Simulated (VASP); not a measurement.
# Al (P6_3/mmc) in VASP: notebook

Aim: see how the results for Al move with the level of theory and the settings. Levels: r2SCAN, PBE+D3(BJ). Tasks: single point.

Everything below comes from runs of VASP 6.6.1. Logs are shortened: lines on timing, memory, paths and dates and some standing lists are left out, and cuts for length are marked.

## (1) The cell of the first run

The structure is hexagonal, space group P6_3/mmc (No. 194). The conventional cell has a = 2.812 Å, b = 2.812 Å, c = 4.867 Å, α = 90.00°, β = 90.00°, γ = 120.00°. Al (site symmetry -6m2) has 12 Al at 2.81 to 2.93 Å within 3.7 Å.

## (2) Single point, r2SCAN

POSCAR reads:

```
Al
1.0
    2.8124553515      0.0000000000      0.0000000000
   -1.4062276757      2.4356577814      0.0000000000
    0.0000000000      0.0000000000      4.8668500000
Al
2
Direct
    0.3333333333      0.6666666667      0.2500000000
    0.6666666667      0.3333333333      0.7500000000
```

INCAR.step1 reads:

```
SYSTEM = Al
PREC     = Accurate       ! precision mode
ENCUT    = 520            ! plane-wave cutoff, eV
ISMEAR   = -1             ! smearing method
SIGMA    = 0.05           ! smearing width, eV
LREAL    = .FALSE.        ! projectors in reciprocal space
LASPH    = .TRUE.         ! aspherical terms in the spheres
NELM     = 100            ! most SCF steps
NBANDS   = 10             ! bands
GGA      = PE             ! functional
ALGO     = Normal         ! electronic algorithm
EDIFF    = 1E-4           ! SCF threshold, eV
LWAVE    = .TRUE.         ! write WAVECAR
LCHARG   = .FALSE.        ! write CHGCAR
```

INCAR.step2 reads:

```
SYSTEM = Al
PREC     = Accurate       ! precision mode
ENCUT    = 520            ! plane-wave cutoff, eV
EDIFF    = 1E-6           ! SCF threshold, eV
ISMEAR   = -1             ! smearing method
SIGMA    = 0.05           ! smearing width, eV
LREAL    = .FALSE.        ! projectors in reciprocal space
LASPH    = .TRUE.         ! aspherical terms in the spheres
NELM     = 100            ! most SCF steps
ALGO     = Normal         ! electronic algorithm
ISIF     = 2              ! what is computed and relaxed
LWAVE    = .FALSE.        ! write WAVECAR
LCHARG   = .TRUE.         ! write CHGCAR
METAGGA  = R2SCAN         ! meta-GGA
LMIXTAU  = .TRUE.       
LELF     = .TRUE.         ! ELF
LVHAR    = .TRUE.       
NBANDS   = 10             ! bands
ISTART   = 1
```

KPOINTS reads:

```
Automatic mesh
0
G
  6 6 3
  0 0 0
```

Potentials or basis: VASP PAW PBE potentials, release 64 (Al).

Launch:

```sh
$ cat potpaw_PBE.64/Al/POTCAR > POTCAR
$ cp INCAR.step1 INCAR
$ mpirun -np 1 vasp_std > vasp.out
$ cp INCAR.step2 INCAR
$ mpirun -np 1 vasp_std > vasp.out
```

OUTCAR:

```text
SYSTEM = Al
   PREC = Accurate
   ENCUT = 520
   EDIFF = 1E-6
   ISMEAR = -1
   LREAL = .FALSE.
   LASPH = .TRUE.
   NELM = 100
   ISIF = 2
   METAGGA = R2SCAN
   ISTART = 1

 ion  position               nearest neighbor table
   1  0.333  0.667  0.250-   2 2.93   2 2.93   2 2.93   2 2.93   2 2.93   2 2.93
   2  0.667  0.333  0.750-   1 2.93   1 2.93   1 2.93   1 2.93   1 2.93   1 2.93

  LATTYP: Found a hexagonal cell.
 ALAT       =     2.8124553515
 C/A-ratio  =     1.7304630267

  Lattice vectors:

 A1 = (   2.8124553515,   0.0000000000,   0.0000000000)
 A2 = (  -1.4062276757,   2.4356577814,   0.0000000000)
 A3 = (   0.0000000000,   0.0000000000,   4.8668500000)

Analysis of symmetry for initial positions (statically):
=====================================================================
 Subroutine PRICEL returns:
 Original cell was already a primitive cell.

 Routine SETGRP: Setting up the symmetry group for a
 hexagonal supercell.

 Subroutine GETGRP returns: Found 24 space group operations
 (whereof 12 operations were pure point group operations)
 out of a pool of 24 trial point group operations.

The static configuration has the point symmetry D_3d.
 The point group associated with its full space group is D_6h.

Analysis of symmetry for dynamics (positions and initial velocities):
=====================================================================
 Subroutine PRICEL returns:
 Original cell was already a primitive cell.

 Routine SETGRP: Setting up the symmetry group for a
 hexagonal supercell.

 Subroutine GETGRP returns: Found 24 space group operations
 (whereof 12 operations were pure point group operations)
 out of a pool of 24 trial point group operations.

The dynamic configuration has the point symmetry D_3d.
 The point group associated with its full space group is D_6h.

 Subroutine INISYM returns: Found 24 space group operations
 (whereof 12 operations are pure point group operations),
 and found     1 'primitive' translations

----------------------------------------------------------------------------------------

                                     Primitive cell

  volume of cell :      33.3388

  direct lattice vectors                    reciprocal lattice vectors
     2.812455352  0.000000000  0.000000000     0.355561200  0.205283355  0.000000000
    -1.406227676  2.435657781  0.000000000     0.000000000  0.410566709  0.000000000
     0.000000000  0.000000000  4.866850000     0.000000000  0.000000000  0.205471712

  length of vectors
     2.812455352  2.812455351  4.866850000     0.410566709  0.410566709  0.205471712

  position of ions in fractional coordinates (direct lattice)
     0.333333333  0.666666667  0.250000000
     0.666666667  0.333333333  0.750000000

  ion indices of the primitive-cell ions
   primitive index   ion index
                 1           1
                 2           2

----------------------------------------------------------------------------------------

 KPOINTS: Automatic mesh

Automatic generation of k-mesh.
 Grid dimensions read from file:
 generate k-points for:    6    6    3

 Generating k-lattice:

  Cartesian coordinates                     Fractional coordinates (reciprocal lattice)
     0.059260200  0.034213892  0.000000000     0.166666667  0.000000000  0.000000000
     0.000000000  0.068427785  0.000000000     0.000000000  0.166666667  0.000000000
     0.000000000  0.000000000  0.068490571     0.000000000  0.000000000  0.333333333

  Length of vectors
     0.068427785  0.068427785  0.068490571

  Shift w.r.t. Gamma in fractional coordinates (k-lattice)
     0.000000000  0.000000000  0.000000000

 Subroutine IBZKPT returns following result:
 ===========================================

 Found     14 irreducible k-points:

 Following reciprocal coordinates:
            Coordinates               Weight
  0.000000  0.000000  0.000000      1.000000
  0.166667  0.000000  0.000000      6.000000
  0.333333  0.000000  0.000000      6.000000
  0.500000 -0.000000  0.000000      3.000000
  0.166667  0.166667  0.000000      6.000000
  0.333333  0.166667  0.000000     12.000000
  0.333333  0.333333  0.000000      2.000000
  0.000000  0.000000  0.333333      2.000000
  0.166667  0.000000  0.333333     12.000000
  0.333333  0.000000  0.333333     12.000000
  0.500000 -0.000000  0.333333      6.000000
  0.166667  0.166667  0.333333     12.000000
  0.333333  0.166667  0.333333     24.000000
  0.333333  0.333333  0.333333      4.000000
   k-points           NKPTS =     14   k-points in BZ     NKDIM =     14   number of bands    NBANDS=     10
   number of dos      NEDOS =    301   number of ions     NIONS =      2
   total plane-waves  NPLWV =  20736
   dimension x,y,z NGX =    24 NGY =   24 NGZ =   36
   dimension x,y,z NGXF=    48 NGYF=   48 NGZF=   72
   ions per type =               2
   NGX,Y,Z   is equivalent  to a cutoff of  14.19, 14.19, 12.30 a.u.
   NGXF,Y,Z  is equivalent  to a cutoff of  28.37, 28.37, 24.59 a.u.
 SYSTEM =  Al
   PREC   = accura    normal or accurate (medium, high low for compatibility)
   ISTART =      1    job   : 0-new  1-cont  2-samecut
   ICHARG =      0    charge: 1-file 2-atom 10-const
   ISPIN  =      1    spin polarized calculation?
   LNONCOLLINEAR =      F non collinear calculations
   LSORBIT =      F    spin-orbit coupling
   LASPH  =      T    aspherical Exc in radial PAW
   ENCUT  =  520.0 eV  38.22 Ry    6.18 a.u.   5.23  5.23  9.05*2*pi/ulx,y,z
   NELM   =    100;   NELMIN=  2; NELMDL=  0     # of ELM steps
   EDIFF  = 0.1E-05   stopping-criterion for ELM
   LREAL  =      F    real-space projection
   EDIFFG = 0.1E-04   stopping-criterion for IOM
   NSW    =      0    number of steps for IOM
   IBRION =     -1    ionic relax: 0-MD 1-quasi-New 2-CG
   NFREE  =      0    steps in history (QN), initial steepest desc. (CG)
   ISIF   =      2    stress and relaxation
   ISYM   =      2    0-nonsym 1-usesym 2-fastsym
   POTIM  = 0.5000    time-step for ionic-motion
   TEBEG  =    0.0;   TEEND  =   0.0 temperature during run
   PSTRESS=    0.0 pullay stress
   NELECT =       6.0000    total number of electrons
   NUPDOWN=      -1.0000    fix difference up-down
   EMIN   =  10.00;   EMAX   =-10.00  energy-range for DOS
[... 5 lines left out ...]
     AMIX     =   0.40;   BMIX     =  1.00
     AMIX_MAG =   1.60;   BMIX_MAG =  1.00
  volume/ion in A,a.u.               =      16.67       112.49
  Fermi-wavevector in a.u.,A,eV,Ry     =   0.924291  1.746656 11.623640  0.854313
  Thomas-Fermi vector in A             =   2.050021
   LORBIT       =      0    0 simple, 1 ext, 2 COOP (PROOUT), +10 PAW based schemes
   METAGGA = R2SCAN    functional components
   LHFCALC =     F    Hartree Fock is set to
   AEXX    =    0.0000 exact exchange contribution
   IVDW    =     0    specifies the selected vdW correction
   LEPSILON=     F    determine dielectric tensor
   LRPA    =     F    only Hartree local field effects (RPA)
 non-spin polarized calculation
  energy-cutoff  :      520.00
  volume of cell :       33.34
 maximum number of plane-waves:       908
 NGX is ok and might be reduce to    24
   NGX = 11   NGY = 11   NGZ = 19

 number of electron       6.0000000 magnetization

 Free energy of the ion-electron system (eV)
  ---------------------------------------------------
  ext. energy  EPLUGINS =         0.00000000
  ---------------------------------------------------
  free energy    TOTEN  =       -13.22167181 eV

  energy without entropy =      -13.20431415  energy(sigma->0) =      -13.21299298

 E-fermi :   8.0709     XC(G=0): -10.8791

 val. band max:        7.9939684188   @ k =   0.3333   0.3333   0.3333
 cond. band min:       8.1784800256   @ k =   0.3333   0.1667   0.3333
 fundamental gap:      0.1845116067
 Fermi energy:         8.0708844140

 k-point     1 :       0.0000    0.0000    0.0000
  band No.  band energies     occupation
      1      -3.8727      2.00000
      2       2.6412      2.00000
      3       2.6481      2.00000
      4      19.6992      0.00000
      5      20.1639      0.00000
      6      20.1639      0.00000
      7      20.2690      0.00000
      8      20.2690      0.00000
      9      21.2537      0.00000
     10      23.6552      0.00000

 k-point     2 :       0.1667    0.0000    0.0000
  band No.  band energies     occupation
      1      -3.1368      2.00000
      2       3.3350      2.00000
      3       3.3570      2.00000
      4      13.7623      0.00000
      5      17.1026      0.00000
      6      18.0596      0.00000
      7      19.5383      0.00000
      8      19.8538      0.00000
      9      21.9045      0.00000
     10      21.9240      0.00000

 k-point     3 :       0.3333    0.0000    0.0000
  band No.  band energies     occupation
      1      -0.9524      2.00000
      2       5.3070      2.00000
      3       5.4147      2.00000
      4       7.8218      1.98636
      5      13.4888      0.00000
      6      13.7932      0.00000
      7      15.2346      0.00000
      8      17.1069      0.00000
      9      20.6745      0.00000
     10      21.1793      0.00000

 k-point     4 :       0.5000   -0.0000    0.0000
  band No.  band energies     occupation
      1       2.5882      2.00000
      2       2.6105      2.00000
      3       8.5238      0.00023
      4       8.6332      0.00003
      5       9.3085      0.00000
      6       9.4630      0.00000
      7      14.6134      0.00000
      8      16.3517      0.00000
      9      20.1388      0.00000
     10      20.4749      0.00000

 k-point     5 :       0.1667    0.1667    0.0000
  band No.  band energies     occupation
      1      -1.6766      2.00000
      2       4.7222      2.00000
      3       4.7246      2.00000
      4      10.8948      0.00000
      5      11.2652      0.00000
      6      16.6790      0.00000
      7      16.7388      0.00000
      8      17.5585      0.00000
      9      17.9445      0.00000
     10      22.0074      0.00000

 k-point     6 :       0.3333    0.1667    0.0000
  band No.  band energies     occupation
      1       1.1958      2.00000
      2       5.2715      2.00000
      3       7.4808      1.99999
      4       7.6355      1.99967
      5       9.6326      0.00000
      6      11.7060      0.00000
      7      12.3138      0.00000
      8      16.0195      0.00000
      9      16.0677      0.00000
     10      21.8679      0.00000
[... 53 lines left out ...]
 k-point    11 :       0.5000   -0.0000    0.3333
  band No.  band energies     occupation
      1       3.2435      2.00000
      2       3.2754      2.00000
      3       5.5452      2.00000
      4       5.5897      2.00000
      5      13.5291      0.00000
      6      13.6454      0.00000
      7      15.2424      0.00000
      8      16.8149      0.00000
      9      17.1347      0.00000
     10      18.3912      0.00000

 k-point    12 :       0.1667    0.1667    0.3333
  band No.  band energies     occupation
      1      -0.9502      2.00000
      2       1.2066      2.00000
      3       9.4064      0.00000
      4      11.4866      0.00000
      5      11.8594      0.00000
      6      13.6895      0.00000
      7      14.1542      0.00000
      8      16.1691      0.00000
      9      21.6587      0.00000
     10      21.9509      0.00000

 k-point    13 :       0.3333    0.1667    0.3333
  band No.  band energies     occupation
      1       1.9022      2.00000
      2       3.9547      2.00000
      3       6.2398      2.00000
      4       8.1785      0.20831
      5      10.3286      0.00000
      6      12.0244      0.00000
      7      13.2373      0.00000
      8      16.5919      0.00000
      9      18.6096      0.00000
     10      20.6255      0.00000

 k-point    14 :       0.3333    0.3333    0.3333
  band No.  band energies     occupation
      1       5.2331      2.00000
      2       5.2331      2.00000
      3       5.3718      2.00000
      4       7.4212      2.00000
      5       7.9940      1.64645
      6       7.9940      1.64644
      7      15.9890      0.00000
      8      15.9890      0.00000
      9      16.0571      0.00000
     10      22.1025      0.00000

------------------------ aborting loop because EDIFF is reached ----------------------------------------

  FORCE on cell =-STRESS in cart. coord.  units (eV):
  Direction    XX          YY          ZZ          XY          YZ          ZX
  --------------------------------------------------------------------------------------
  -------------------------------------------------------------------------------------
  Total        0.3448585      0.3448585     -1.5324476      0.0000000     -0.0000000      0.0000000
  in kB       16.5730195     16.5730195    -73.6455214      0.0000000     -0.0000000      0.0000000
  external PRESSURE =     -13.4998274 kB  Pullay stress =       0.0000000 kB

 VOLUME and BASIS-vectors are now :
 -----------------------------------------------------------------------------
  energy-cutoff  :      520.00
  volume of cell :       33.34
      direct lattice vectors                 reciprocal lattice vectors
     2.812455352  0.000000000  0.000000000     0.355561200  0.205283355  0.000000000
    -1.406227676  2.435657781  0.000000000     0.000000000  0.410566709  0.000000000
     0.000000000  0.000000000  4.866850000     0.000000000  0.000000000  0.205471712

 POSITION                                       TOTAL-FORCE (eV/Angst)
 -----------------------------------------------------------------------------------
     -0.00000      1.62377      1.21671         0.000000     -0.000000      0.000000
      1.40623      0.81189      3.65014        -0.000000      0.000000      0.000000
 -----------------------------------------------------------------------------------
    total drift:                                0.000000     -0.000000      0.000000

  FREE ENERGIE OF THE ION-ELECTRON SYSTEM (eV)
  ---------------------------------------------------
  free  energy   TOTEN  =       -13.2216718147 eV

  energy  without entropy=      -13.2043141520  energy(sigma->0) =      -13.21299298
```

It took 12 s on 1 thread of AMD EPYC 9R45 (Zen 5), shared host; peak memory 0.12 GiB.

What came out:

```yaml
Free_energy: -13.2217 eV
Pressure: -1.3 GPa
Band_gap_on_the_k_mesh: zero (band 3 reaches 9.41 eV, above the bottom of band 4 at 5.59 eV)
```

Caveat: the k points lie up to 0.43 Å⁻¹ apart; the PAW data sets were made with another functional, which shifts forces and pressure a little.

## (3) Single point, PBE+D3(BJ)

This run uses another cell than the first one, of 15.93 Å³/atom, 0.956 times its volume.

INCAR reads:

```
SYSTEM = Al
  PREC = Accurate
  ENCUT = 520
  EDIFF = 1E-6
  ISMEAR = -1
  SIGMA = 0.05
  LREAL = .False.
  LASPH = .True.
  NELM = 60
  ALGO = Normal
  ISIF = 2
  LWAVE = .False.
  LCHARG = .False.
  GGA = PE
  IVDW = 12
  NBANDS = 10
```

KPOINTS reads:

```
Automatic mesh
0
Gamma
  11 11 6
  0 0 0
```

POSCAR reads:

```
Al
1.0
    2.8124848084      0.0000000000      0.0000000000
   -1.4062424042      2.4356832918      0.0000000000
    0.0000000000      0.0000000000      4.6501992554
Al
2
Direct
    0.3333333333      0.6666666667      0.2500000000
    0.6666666667      0.3333333333      0.7500000000
```

Potentials or basis: VASP PAW PBE potentials, release 64 (Al).

Launch:

```sh
$ cat potpaw_PBE.64/Al/POTCAR > POTCAR
$ mpirun -np 1 vasp_std > vasp.out
```

It took 8.1 s on 1 thread of AMD EPYC 9R45 (Zen 5), shared host; peak memory 0.13 GiB.

Results (log left out):

```yaml
Free_energy: -8.1371 eV
Pressure: -0.1 GPa
Band_gap_on_the_k_mesh: zero (band 3 reaches 12.38 eV, above the bottom of band 4 at 5.29 eV)
Dispersion_energy_per_atom: -0.349 eV
```

Levels at points of the mesh, in eV from the Fermi level:
| k point | band 1 | band 2 | band 3 | band 4 | band 5 | band 6 | band 7 |
| --- | --- | --- | --- | --- | --- | --- | --- |
| (0.00, 0.00, 0.00) | -11.40 | -4.82 | -4.60 | 11.06 | 11.06 | 11.33 | 11.33 |
| (0.00, 0.00, 0.50) | -9.70 | -9.70 | 3.26 | 3.26 | 12.19 | 12.19 | 12.19 |

Caveat: pairwise dispersion overbinds metals, which lowers pressure and volume.
